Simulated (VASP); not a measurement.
# TiN (Osbornite) (Fm-3m) in VASP: notebook

The runs below take TiN (Osbornite) through single point, with PBE.

Program: VASP 6.6.1. These are calculated values, not measurements. Logs are shortened: lines on timing, memory, paths and dates and some standing lists are left out, and cuts for length are marked.

### 1 The cell of the first run

Symmetry: Fm-3m, No. 225, cubic system. The conventional cell has a = 4.195 Å, b = 4.195 Å, c = 4.195 Å, α = 90.00°, β = 90.00°, γ = 90.00°. Within 2.8 Å of Ti (site symmetry m-3m) lie 6 N at 2.10 Å. N (site symmetry m-3m) has 6 Ti at 2.10 Å within 2.8 Å.

### 2 Single point, PBE

INCAR reads:

```
SYSTEM = TiN
PREC     = Accurate       ! precision mode
ENCUT    = 520            ! plane-wave cutoff, eV
EDIFF    = 1E-6           ! SCF threshold, eV
ISMEAR   = -1             ! smearing method
SIGMA    = 0.1            ! smearing width, eV
LREAL    = .False.        ! projectors in reciprocal space
LASPH    = .True.         ! aspherical terms in the spheres
NELM     = 60             ! most SCF steps
ALGO     = Normal         ! electronic algorithm
ISIF     = 2              ! what is computed and relaxed
LWAVE    = .False.        ! write WAVECAR
LCHARG   = .False.        ! write CHGCAR
GGA      = PE             ! functional
NBANDS   = 16             ! bands
```

KPOINTS reads:

```
Automatic mesh
0
Gamma
  12 12 12
  0 0 0
```

POSCAR reads:

```
TiN
1.0
    0.0000000000      2.0975944961      2.0975944961
    2.0975944961      0.0000000000      2.0975944961
    2.0975944961      2.0975944961      0.0000000000
Ti N
1 1
Direct
    0.0000000000      0.0000000000      0.0000000000
    0.5000000000      0.5000000000      0.5000000000
```

Potentials or basis: VASP PAW PBE potentials, release 64 (Ti_sv, N).

The run is started by

```sh
> cat potpaw_PBE.64/Ti_sv/POTCAR potpaw_PBE.64/N/POTCAR > POTCAR
> mpirun -np 1 vasp_std > vasp.out
```

OUTCAR:

```text
SYSTEM = TiN
   PREC = Accurate
   ENCUT = 520
   EDIFF = 1E-6
   ISMEAR = -1
   LREAL = .False.
   LASPH = .True.
   NELM = 60
   ISIF = 2
   GGA = PE

 ion  position               nearest neighbor table
   1  0.000  0.000  0.000-   2 2.10   2 2.10   2 2.10   2 2.10   2 2.10   2 2.10
   2  0.500  0.500  0.500-   1 2.10   1 2.10   1 2.10   1 2.10   1 2.10   1 2.10

  LATTYP: Found a face centered cubic cell.
 ALAT       =     4.1951889922

  Lattice vectors:

 A1 = (   0.0000000000,   2.0975944961,   2.0975944961)
 A2 = (   2.0975944961,   0.0000000000,   2.0975944961)
 A3 = (   2.0975944961,   2.0975944961,   0.0000000000)

Analysis of symmetry for initial positions (statically):
=====================================================================
 Subroutine PRICEL returns:
 Original cell was already a primitive cell.

 Routine SETGRP: Setting up the symmetry group for a
 face centered cubic supercell.

 Subroutine GETGRP returns: Found 48 space group operations
 (whereof 48 operations were pure point group operations)
 out of a pool of 48 trial point group operations.

The static configuration has the point symmetry O_h .

Analysis of symmetry for dynamics (positions and initial velocities):
=====================================================================
 Subroutine PRICEL returns:
 Original cell was already a primitive cell.

 Routine SETGRP: Setting up the symmetry group for a
 face centered cubic supercell.

 Subroutine GETGRP returns: Found 48 space group operations
 (whereof 48 operations were pure point group operations)
 out of a pool of 48 trial point group operations.

The dynamic configuration has the point symmetry O_h .

 Subroutine INISYM returns: Found 48 space group operations
 (whereof 48 operations are pure point group operations),
 and found     1 'primitive' translations

----------------------------------------------------------------------------------------

                                     Primitive cell

  volume of cell :      18.4584

  direct lattice vectors                    reciprocal lattice vectors
     0.000000000  2.097594496  2.097594496    -0.238368284  0.238368284  0.238368284
     2.097594496  0.000000000  2.097594496     0.238368284 -0.238368284  0.238368284
     2.097594496  2.097594496  0.000000000     0.238368284  0.238368284 -0.238368284

  length of vectors
[... 74 lines left out ...]
   ISTART =      0    job   : 0-new  1-cont  2-samecut
   ICHARG =      2    charge: 1-file 2-atom 10-const
   ISPIN  =      1    spin polarized calculation?
   LNONCOLLINEAR =      F non collinear calculations
   LSORBIT =      F    spin-orbit coupling
   LASPH  =      T    aspherical Exc in radial PAW
   ENCUT  =  520.0 eV  38.22 Ry    6.18 a.u.   5.52  5.52  5.52*2*pi/ulx,y,z
   NELM   =     60;   NELMIN=  2; NELMDL= -5     # of ELM steps
   EDIFF  = 0.1E-05   stopping-criterion for ELM
   LREAL  =      F    real-space projection
   EDIFFG = 0.1E-04   stopping-criterion for IOM
   NSW    =      0    number of steps for IOM
   IBRION =     -1    ionic relax: 0-MD 1-quasi-New 2-CG
   NFREE  =      0    steps in history (QN), initial steepest desc. (CG)
   ISIF   =      2    stress and relaxation
   ISYM   =      2    0-nonsym 1-usesym 2-fastsym
   POTIM  = 0.5000    time-step for ionic-motion
   TEBEG  =    0.0;   TEEND  =   0.0 temperature during run
   PSTRESS=    0.0 pullay stress
   NELECT =      17.0000    total number of electrons
   NUPDOWN=      -1.0000    fix difference up-down
   EMIN   =  10.00;   EMAX   =-10.00  energy-range for DOS
   EFERMI =   0.00;   METHOD = LEGACY
   ISMEAR =    -1;   SIGMA  =   0.10  broadening in eV -4-tet -1-fermi 0-gaus
   EFERMI_NEDOS =   21; number of points for ismear=-14 and -15
   IALGO  =     38    algorithm
   IMIX   =      4    mixing-type and parameters
     AMIX     =   0.40;   BMIX     =  1.00
     AMIX_MAG =   1.60;   BMIX_MAG =  1.00
  volume/ion in A,a.u.               =       9.23        62.28
  Fermi-wavevector in a.u.,A,eV,Ry     =   1.592794  3.009944 34.517881  2.536993
  Thomas-Fermi vector in A             =   2.691124
   LORBIT       =      0    0 simple, 1 ext, 2 COOP (PROOUT), +10 PAW based schemes
   GGA     = PE    functional components
   LHFCALC =     F    Hartree Fock is set to
   AEXX    =    0.0000 exact exchange contribution
   IVDW    =     0    specifies the selected vdW correction
   LEPSILON=     F    determine dielectric tensor
   LRPA    =     F    only Hartree local field effects (RPA)
 non-spin polarized calculation
  energy-cutoff  :      520.00
  volume of cell :       18.46
 maximum number of plane-waves:       531
 NGX is ok and might be reduce to    24
   NGX = 11   NGY = 11   NGZ = 11

 number of electron      16.9999998 magnetization

 Free energy of the ion-electron system (eV)
  ---------------------------------------------------
  ext. energy  EPLUGINS =         0.00000000
  ---------------------------------------------------
  free energy    TOTEN  =       -19.62521622 eV

  energy without entropy =      -19.59967068  energy(sigma->0) =      -19.61244345

 E-fermi :  11.8762     XC(G=0): -13.2039

 val. band max:       11.8550664218   @ k =   0.1667   0.0000   0.0000
 cond. band min:      11.8945612312   @ k =   0.0833   0.0833   0.0000
 fundamental gap:      0.0394948094
 Fermi energy:        11.8761589901

 k-point     1 :       0.0000    0.0000    0.0000
  band No.  band energies     occupation
      1     -45.9211      2.00000
      2     -21.8750      2.00000
      3     -21.8750      2.00000
      4     -21.8750      2.00000
      5      -5.4027      2.00000
      6       9.8171      2.00000
[... 433 lines left out ...]
      3     -22.0629      2.00000
      4     -21.9618      2.00000
      5      -3.0266      2.00000
      6       4.2270      2.00000
[... 8 lines left out ...]
     15      25.2221      0.00000
     16      26.3434      0.00000

 [... further k-points ...]
[... 5 lines left out ...]
  --------------------------------------------------------------------------------------
  -------------------------------------------------------------------------------------
  Total        1.3345086      1.3345086      1.3345086      0.0000000     -0.0000000      0.0000000
  in kB      115.8343512    115.8343512    115.8343512      0.0000000     -0.0000000      0.0000000
  external PRESSURE =     115.8343512 kB  Pullay stress =       0.0000000 kB

 VOLUME and BASIS-vectors are now :
 -----------------------------------------------------------------------------
  energy-cutoff  :      520.00
  volume of cell :       18.46
      direct lattice vectors                 reciprocal lattice vectors
     0.000000000  2.097594496  2.097594496    -0.238368284  0.238368284  0.238368284
     2.097594496  0.000000000  2.097594496     0.238368284 -0.238368284  0.238368284
     2.097594496  2.097594496  0.000000000     0.238368284  0.238368284 -0.238368284

 POSITION                                       TOTAL-FORCE (eV/Angst)
 -----------------------------------------------------------------------------------
      0.00000      0.00000      0.00000        -0.000000      0.000000     -0.000000
      2.09759      2.09759      2.09759         0.000000     -0.000000      0.000000
 -----------------------------------------------------------------------------------
    total drift:                                0.000000     -0.000000     -0.000000

  FREE ENERGIE OF THE ION-ELECTRON SYSTEM (eV)
  ---------------------------------------------------
  free  energy   TOTEN  =       -19.6252162194 eV

  energy  without entropy=      -19.5996706767  energy(sigma->0) =      -19.61244345
```

stdout:

```text
POSCAR found type information on POSCAR TiN
 POSCAR found :  2 types and       2 ions
 scaLAPACK will be used
 LDA part: xc-table for (Slater+PW92), standard interpolation
 POSCAR, INCAR and KPOINTS ok, starting setup
 FFT: planning ... GRIDC
 FFT: planning ... GRID_SOFT
 FFT: planning ... GRID
 WAVECAR not read
 entering main loop
```

Run time: 24 s. Hardware: 1 thread of AMD EPYC 7R13 (Zen 3), shared host; peak memory 0.12 GiB.

Results:

| Item | Value |
| --- | --- |
| Free energy | -19.6252 eV |
| Pressure | 11.6 GPa |

Levels at points of the mesh, in eV from the Fermi level:
| k point | band 6 | band 7 | band 8 | band 9 | band 10 | band 11 | band 12 | band 13 |
| --- | --- | --- | --- | --- | --- | --- | --- | --- |
| (0.00, 0.00, 0.00) | -2.06 | -2.06 | -2.06 | -0.62 | -0.62 | -0.62 | 0.64 | 0.64 |
| (0.50, 0.00, 0.00) | -8.26 | -5.63 | -5.63 | 1.80 | 1.80 | 2.51 | 6.02 | 6.02 |
| (0.50, 0.50, 0.00) | -5.88 | -3.25 | -3.25 | -3.18 | 1.75 | 2.54 | 2.54 | 3.88 |

### 3 Single point, PBE

This run uses another cell than the first one, of 9.51 Å³/atom, 1.031 times its volume.

INCAR reads:

```
PREC = Accurate ; ENCUT = 520
EDIFF = 1E-7 ; ISMEAR = -1
SIGMA = 0.1 ; LREAL = F
LASPH = T ; NELM = 80
ALGO = Normal ; ISIF = 2
LWAVE = F ; LCHARG = F
GGA = PE ; NBANDS = 16
```

KPOINTS reads:

```
Automatic mesh
0
Gamma
  12 12 12
```

POSCAR reads:

```
TiN
1.0
    0.0000000000      2.1190000000      2.1190000000
    2.1190000000      0.0000000000      2.1190000000
    2.1190000000      2.1190000000      0.0000000000
Ti N
1 1
Direct
    0.0000000000      0.0000000000      0.0000000000
    0.5000000000      0.5000000000      0.5000000000
```

Potentials or basis: VASP PAW PBE potentials, release 64 (Ti_sv, N).

The run is started by

```sh
> cat potpaw_PBE.64/Ti_sv/POTCAR potpaw_PBE.64/N/POTCAR > POTCAR
> mpirun -np 1 vasp_std > vasp.out
```

Wall time 26 s (1 thread of AMD EPYC 7R13 (Zen 3), shared host); peak memory 0.12 GiB.

The run converged. Its results:

```yaml
Free_energy: -19.6502 eV
Pressure: 2.4 GPa
```

Levels at points of the mesh, in eV from the Fermi level:
| k point | band 5 | band 6 | band 7 | band 8 | band 9 | band 10 | band 11 | band 12 | band 13 | band 14 |
| --- | --- | --- | --- | --- | --- | --- | --- | --- | --- | --- |
| (0.00, 0.00, 0.00) | -17.09 | -2.02 | -2.02 | -2.02 | -0.59 | -0.59 | -0.59 | 0.61 | 0.61 | 5.46 |
| (0.50, 0.00, 0.00) | -14.62 | -8.07 | -5.46 | -5.46 | 1.71 | 1.71 | 2.39 | 5.77 | 5.77 | 6.11 |
| (0.50, 0.50, 0.00) | -15.68 | -5.81 | -3.21 | -3.21 | -3.05 | 1.67 | 2.42 | 2.42 | 3.65 | 10.68 |

[end of part 1 of 2]
